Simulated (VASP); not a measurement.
# Ce (Fm-3m) in VASP: further runs

The runs below take Ce through single point, with PBEsol.

Program: VASP 6.6.1. These are calculated values, not measurements. Logs are shortened: lines on timing, memory, paths and dates and some standing lists are left out, and cuts for length are marked.

### Step 1. The cell of the first run

The structure is cubic, space group Fm-3m (No. 225). The conventional cell has a = 5.161 Å, b = 5.161 Å, c = 5.161 Å, α = 90.00°, β = 90.00°, γ = 90.00°. Within 4.8 Å of Ce (site symmetry m-3m) lie 12 Ce at 3.65 Å.

### Step 2. Single point, PBEsol, collinear spin, ferromagnetic start

Input file INCAR:

```
PREC     = Accurate       # precision mode
ENCUT    = 520            # plane-wave cutoff, eV
EDIFF    = 1E-7           # SCF threshold, eV
ISMEAR   = -1             # smearing method
SIGMA    = 0.05           # smearing width, eV
LREAL    = F              # projectors in reciprocal space
LASPH    = T              # aspherical terms in the spheres
NELM     = 150            # most SCF steps
ALGO     = Normal         # electronic algorithm
ISIF     = 2              # what is computed and relaxed
LWAVE    = F              # write WAVECAR
LCHARG   = T              # write CHGCAR
ISPIN    = 2              # spin polarisation
MAGMOM   = 1              # initial moments
LORBIT   = 11             # projections on sites
LMAXMIX  = 6              # l up to which the mixer works
GGA      = PS             # functional
LELF     = T              # ELF
LVHAR    = T            
NBANDS   = 16             # bands
```

Input file KPOINTS:

```
Automatic mesh
0
Gamma
  9 9 9
```

Input file POSCAR:

```
Ce
1.0
    0.0000000000      2.5806000000      2.5806000000
    2.5806000000      0.0000000000      2.5806000000
    2.5806000000      2.5806000000      0.0000000000
Ce
1
Direct
    0.0000000000      0.0000000000      0.0000000000
```

Potentials or basis: VASP PAW PBE potentials, release 64 (Ce).

On the command line:

```bash
$ cat potpaw_PBE.64/Ce/POTCAR > POTCAR
$ mpirun -np 1 vasp_std > vasp.out
```

OUTCAR:

```text
PREC = Accurate
   ENCUT = 520
   EDIFF = 1E-7
   ISMEAR = -1
   LREAL = F
   LASPH = T
   NELM = 150
   ISIF = 2
   ISPIN = 2
   LORBIT = 11
   GGA = PS

 ion  position               nearest neighbor table
   1  0.000  0.000  0.000-

  LATTYP: Found a face centered cubic cell.
 ALAT       =     5.1612000000

  Lattice vectors:

 A1 = (   0.0000000000,   2.5806000000,   2.5806000000)
 A2 = (   2.5806000000,   0.0000000000,   2.5806000000)
 A3 = (   2.5806000000,   2.5806000000,   0.0000000000)

Analysis of symmetry for initial positions (statically):
=====================================================================
 Subroutine PRICEL returns:
 Original cell was already a primitive cell.

 Routine SETGRP: Setting up the symmetry group for a
 face centered cubic supercell.

 Subroutine GETGRP returns: Found 48 space group operations
 (whereof 48 operations were pure point group operations)
 out of a pool of 48 trial point group operations.

The static configuration has the point symmetry O_h .

Analysis of symmetry for dynamics (positions and initial velocities):
=====================================================================
 Subroutine PRICEL returns:
 Original cell was already a primitive cell.

 Routine SETGRP: Setting up the symmetry group for a
 face centered cubic supercell.

 Subroutine GETGRP returns: Found 48 space group operations
 (whereof 48 operations were pure point group operations)
 out of a pool of 48 trial point group operations.

The dynamic configuration has the point symmetry O_h .

Analysis of structural, dynamic, and magnetic symmetry:
=====================================================================
 Subroutine PRICEL returns:
 Original cell was already a primitive cell.

 Routine SETGRP: Setting up the symmetry group for a
 face centered cubic supercell.

 Subroutine GETGRP returns: Found 48 space group operations
 (whereof 48 operations were pure point group operations)
 out of a pool of 48 trial point group operations.

The overall configuration has the point symmetry O_h .

 Subroutine INISYM returns: Found 48 space group operations
 (whereof 48 operations are pure point group operations),
 and found     1 'primitive' translations

----------------------------------------------------------------------------------------

                                     Primitive cell

  volume of cell :      34.3710

  direct lattice vectors                    reciprocal lattice vectors
     0.000000000  2.580600000  2.580600000    -0.193753391  0.193753391  0.193753391
     2.580600000  0.000000000  2.580600000     0.193753391 -0.193753391  0.193753391
     2.580600000  2.580600000  0.000000000     0.193753391  0.193753391 -0.193753391

  length of vectors
     3.649519519  3.649519519  3.649519519     0.335590717  0.335590717  0.335590717

  position of ions in fractional coordinates (direct lattice)
     0.000000000  0.000000000  0.000000000

  ion indices of the primitive-cell ions
   primitive index   ion index
                 1           1

----------------------------------------------------------------------------------------

 KPOINTS: Automatic mesh

Automatic generation of k-mesh.
 Grid dimensions read from file:
 generate k-points for:    9    9    9

 Generating k-lattice:

  Cartesian coordinates                     Fractional coordinates (reciprocal lattice)
    -0.021528155  0.021528155  0.021528155     0.111111111  0.000000000  0.000000000
     0.021528155 -0.021528155  0.021528155     0.000000000  0.111111111  0.000000000
     0.021528155  0.021528155 -0.021528155     0.000000000  0.000000000  0.111111111

  Length of vectors
     0.037287857  0.037287857  0.037287857

  Shift w.r.t. Gamma in fractional coordinates (k-lattice)
     0.000000000  0.000000000  0.000000000

 Subroutine IBZKPT returns following result:
 ===========================================

 Found     35 irreducible k-points:

 Following reciprocal coordinates:
            Coordinates               Weight
  0.000000  0.000000  0.000000      1.000000
  0.111111  0.000000  0.000000      8.000000
  0.222222  0.000000  0.000000      8.000000
  0.333333  0.000000  0.000000      8.000000
  0.444444  0.000000  0.000000      8.000000
  0.111111  0.111111  0.000000      6.000000
[... 16 lines left out ...]
 -0.333333  0.333333  0.000000     12.000000
  0.444444  0.444444  0.000000      6.000000
 [... further k-points ...]
   k-points           NKPTS =     35   k-points in BZ     NKDIM =     35   number of bands    NBANDS=     16
   number of dos      NEDOS =    301   number of ions     NIONS =      1
   total plane-waves  NPLWV =  21952
   dimension x,y,z NGX =    28 NGY =   28 NGZ =   28
   dimension x,y,z NGXF=    56 NGYF=   56 NGZF=   56
   ions per type =               1
   NGX,Y,Z   is equivalent  to a cutoff of  12.75, 12.75, 12.75 a.u.
   NGXF,Y,Z  is equivalent  to a cutoff of  25.51, 25.51, 25.51 a.u.
 SYSTEM =  unknown system
   PREC   = accura    normal or accurate (medium, high low for compatibility)
   ISTART =      0    job   : 0-new  1-cont  2-samecut
   ICHARG =      2    charge: 1-file 2-atom 10-const
   ISPIN  =      2    spin polarized calculation?
   LNONCOLLINEAR =      F non collinear calculations
   LSORBIT =      F    spin-orbit coupling
   LASPH  =      T    aspherical Exc in radial PAW
   ENCUT  =  520.0 eV  38.22 Ry    6.18 a.u.   6.79  6.79  6.79*2*pi/ulx,y,z
   NELM   =    150;   NELMIN=  2; NELMDL= -5     # of ELM steps
   EDIFF  = 0.1E-06   stopping-criterion for ELM
   LREAL  =      F    real-space projection
   EDIFFG = 0.1E-05   stopping-criterion for IOM
   NSW    =      0    number of steps for IOM
   IBRION =     -1    ionic relax: 0-MD 1-quasi-New 2-CG
   NFREE  =      0    steps in history (QN), initial steepest desc. (CG)
   ISIF   =      2    stress and relaxation
   ISYM   =      2    0-nonsym 1-usesym 2-fastsym
   POTIM  = 0.5000    time-step for ionic-motion
   TEBEG  =    0.0;   TEEND  =   0.0 temperature during run
   PSTRESS=    0.0 pullay stress
   NELECT =      12.0000    total number of electrons
   NUPDOWN=      -1.0000    fix difference up-down
   EMIN   =  10.00;   EMAX   =-10.00  energy-range for DOS
   EFERMI =   0.00;   METHOD = LEGACY
   ISMEAR =    -1;   SIGMA  =   0.05  broadening in eV -4-tet -1-fermi 0-gaus
   EFERMI_NEDOS =   21; number of points for ismear=-14 and -15
   IALGO  =     38    algorithm
   IMIX   =      4    mixing-type and parameters
     AMIX     =   0.40;   BMIX     =  1.00
     AMIX_MAG =   1.60;   BMIX_MAG =  1.00
  volume/ion in A,a.u.               =      34.37       231.95
  Fermi-wavevector in a.u.,A,eV,Ry     =   1.152757  2.178395 18.080094  1.328849
  Thomas-Fermi vector in A             =   2.289406
   LORBIT       =     11    0 simple, 1 ext, 2 COOP (PROOUT), +10 PAW based schemes
   GGA     = PS    functional components
   LHFCALC =     F    Hartree Fock is set to
   AEXX    =    0.0000 exact exchange contribution
   IVDW    =     0    specifies the selected vdW correction
   LEPSILON=     F    determine dielectric tensor
   LRPA    =     F    only Hartree local field effects (RPA)
 spin polarized calculation
  energy-cutoff  :      520.00
  volume of cell :       34.37
 maximum number of plane-waves:       944
   NGX = 13   NGY = 13   NGZ = 13

 number of electron      12.0000000 magnetization       0.7323841

 Free energy of the ion-electron system (eV)
  ---------------------------------------------------
  ext. energy  EPLUGINS =         0.00000000
  ---------------------------------------------------
  free energy    TOTEN  =        -6.24172828 eV

  energy without entropy =       -6.20141815  energy(sigma->0) =       -6.22157322

 E-fermi :   6.7143     XC(G=0): -10.1885

 val. band max:        6.7141917586   @ k =  -0.4444   0.3333   0.1111
 cond. band min:       6.7216867362   @ k =  -0.3333   0.3333   0.1111
 fundamental gap:      0.0074949776
 Fermi energy:         6.7143293917

 spin component 1

 k-point     1 :       0.0000    0.0000    0.0000
  band No.  band energies     occupation
      1     -28.1147      1.00000
      2     -10.0775      1.00000
      3     -10.0775      1.00000
      4     -10.0775      1.00000
      5       3.3028      1.00000
      6       6.4931      0.98815
[... 8 lines left out ...]
     15       8.2329      0.00000
     16      10.7598      0.00000

 k-point     2 :       0.1111    0.0000    0.0000
  band No.  band energies     occupation
      1     -28.0916      1.00000
      2     -10.2653      1.00000
      3     -10.0995      1.00000
      4     -10.0995      1.00000
      5       3.6798      1.00000
      6       6.4349      0.99627
[... 8 lines left out ...]
     15       8.4896      0.00000
     16      10.6205      0.00000
[... 387 lines left out ...]
      5       5.6095      1.00000
      6       6.8180      0.11175
[... 8 lines left out ...]
     15      10.1900      0.00000
     16      11.8967      0.00000

 k-point    24 :       0.4444    0.4444    0.0000
  band No.  band energies     occupation
      1     -27.8576      1.00000
      2     -11.3748      1.00000
      3     -10.5720      1.00000
      4     -10.5720      1.00000
      5       4.7086      1.00000
      6       5.2718      1.00000
[... 8 lines left out ...]
     15      12.7321      0.00000
     16      12.9873      0.00000

 [... further k-points ...]

 spin component 2

 k-point     1 :       0.0000    0.0000    0.0000
  band No.  band energies     occupation
      1     -27.8224      1.00000
      2      -9.8277      1.00000
      3      -9.8277      1.00000
      4      -9.8277      1.00000
      5       3.4996      1.00000
      6       6.9497      0.00895
[... 8 lines left out ...]
     15       8.4168      0.00000
     16      10.9326      0.00000

 k-point     2 :       0.1111    0.0000    0.0000
  band No.  band energies     occupation
      1     -27.7991      1.00000
      2     -10.0175      1.00000
      3      -9.8499      1.00000
      4      -9.8499      1.00000
      5       3.8777      1.00000
      6       6.8635      0.04818
[... 8 lines left out ...]
     15       8.6833      0.00000
     16      10.7972      0.00000
[... 387 lines left out ...]
      5       5.8081      1.00000
      6       7.0561      0.00107
[... 8 lines left out ...]
     15      10.3704      0.00000
     16      12.0973      0.00000

 k-point    24 :       0.4444    0.4444    0.0000
  band No.  band energies     occupation
      1     -27.5618      1.00000
      2     -11.1356      1.00000
      3     -10.3273      1.00000
      4     -10.3273      1.00000
      5       4.8579      1.00000
      6       5.4812      1.00000
[... 8 lines left out ...]
     15      12.9140      0.00000
     16      13.1894      0.00000

 [... further k-points ...]
[... 5 lines left out ...]
  --------------------------------------------------------------------------------------
  -------------------------------------------------------------------------------------
  Total       -1.6793571     -1.6793571     -1.6793571     -0.0000000      0.0000000     -0.0000000
  in kB      -78.2819381    -78.2819381    -78.2819381     -0.0000000      0.0000000     -0.0000000
  external PRESSURE =     -78.2819381 kB  Pullay stress =       0.0000000 kB

 VOLUME and BASIS-vectors are now :
 -----------------------------------------------------------------------------
  energy-cutoff  :      520.00
  volume of cell :       34.37
      direct lattice vectors                 reciprocal lattice vectors
     0.000000000  2.580600000  2.580600000    -0.193753391  0.193753391  0.193753391
     2.580600000  0.000000000  2.580600000     0.193753391 -0.193753391  0.193753391
     2.580600000  2.580600000  0.000000000     0.193753391  0.193753391 -0.193753391

 POSITION                                       TOTAL-FORCE (eV/Angst)
 -----------------------------------------------------------------------------------
      0.00000      0.00000      0.00000        -0.000000     -0.000000     -0.000000
 -----------------------------------------------------------------------------------
    total drift:                                0.000000     -0.000000      0.000000

  FREE ENERGIE OF THE ION-ELECTRON SYSTEM (eV)
  ---------------------------------------------------
  free  energy   TOTEN  =        -6.2417282831 eV

  energy  without entropy=       -6.2014181533  energy(sigma->0) =       -6.22157322

 total charge

# of ion       s       p       d       f       tot
--------------------------------------------------
    1        2.081   5.595   0.959   0.994   9.629

 magnetization (x)

# of ion       s       p       d       f       tot
--------------------------------------------------
    1        0.005   0.004   0.046   0.554   0.609
```

Wall time 36 s (1 thread of Intel Xeon 6975P-C (Granite Rapids), shared host); peak memory 0.19 GiB.

Results:

```
Free energy                                           : -6.2417 eV
Pressure                                              : -7.8 GPa
Net moment                                            : 0.73 μB per cell
Site moments                                          : Ce +0.61 μB
Valence electrons inside the program's atomic spheres : Ce 9.63
```

Caveat: the magnetic or orbital state may not be the lowest; the PAW data sets were made with another functional, which shifts forces and pressure a little; spin-orbit coupling is left out, which moves the levels of the heavy elements. The state reached can hang on the start; a lower one may exist.

### Step 3. Single point, PBEsol, collinear spin, ferromagnetic start

Input file INCAR:

```
SYSTEM = Ce
ALGO = Fast ; EDIFF = 1E-6
ENCUT = 520 ; GGA = PS
ISIF = 2 ; ISMEAR = -1
ISPIN = 2 ; LASPH = .True.
LCHARG = .False. ; LMAXMIX = 6
LORBIT = 11 ; LREAL = .False.
LWAVE = .False. ; MAGMOM = 1.01
NBANDS = 16 ; NELM = 150
PREC = Accurate ; SIGMA = 0.05
```

Input file KPOINTS:

```
k-points
0
Gamma
  9 9 9
  0 0 0
```

POSCAR is that of step 2.

Potentials or basis: VASP PAW PBE potentials, release 64 (Ce).

On the command line:

```bash
$ cat potpaw_PBE.64/Ce/POTCAR > POTCAR
$ mpirun -np 1 vasp_std > vasp.out
```

It took 4.7 min on 1 thread of AMD EPYC 7R13, shared host; peak memory 0.17 GiB.

The run converged. Its results:

| Quantity | Value |
| --- | --- |
| Free energy | -6.2417 eV |
| Pressure | -7.8 GPa |
| Net moment | 0.73 μB per cell |
| Site moments | Ce +0.61 μB |
| Valence electrons inside the program's atomic spheres | Ce 9.63 |

Levels at points of the mesh, in eV from the Fermi level:
Spin up:
```
           k point  band 3  band 4  band 5  band 6  band 7  band 8  band 9  band 10
(0.00, 0.00, 0.00)  -16.79  -16.79   -3.41   -0.22    0.13    0.13    0.13     0.65
```
Spin down:
```tsv
k point	band 4	band 5	band 6	band 7	band 8	band 9
(0.00, 0.00, 0.00)	-16.54	-3.21	0.24	0.55	0.55	0.55
```

Caveat: the magnetic or orbital state may not be the lowest; the PAW data sets were made with another functional, which shifts forces and pressure a little; spin-orbit coupling is left out, which moves the levels of the heavy elements. The state reached can hang on the start; a lower one may exist.

(Part 1 of 2 ends here.)
